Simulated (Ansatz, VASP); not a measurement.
LiH in VASP and in Ansatz

```xyz
2
Lattice="0.0000 2.1951 2.0325 2.1951 0.0000 2.0325 2.1951 2.1951 0.0000" Properties=species:S:1:pos:R:3 pbc="T T T"
Li    0.0000    0.0000    0.0000
H     2.1951    2.1951    2.0325
```

Change from the starting cell: strain +0.080 along x and y, +0.000 along z, atoms carried along.

Alike in both runs: task single point; functional r2SCAN; k mesh 10 × 10 × 10; occupations gaussian, width 0.05 eV; no spin polarisation.

|  | VASP | Ansatz |
| --- | --- | --- |
| version | VASP 6.6.1 | Ansatz 0.2.0 |
| potentials or method | VASP PAW PBE potentials, release 64 (Li_sv, H), cutoff 520 eV | scalar-relativistic, plane waves, PAW |
| valence electrons in the cell | 4 | 4 |

|  | VASP | Ansatz | Ansatz less VASP |
| --- | --- | --- | --- |
| gap on the k mesh at the Fermi level (eV) | 3.03 | 3.08 | +0.046 |
| least direct gap on the mesh (eV) | 3.54 | 3.61 | +0.063 |

VASP's potentials were made for PBE, not for r2SCAN.

Noted on VASP's run: the cutoff is short for stress, so the pressure is rough.
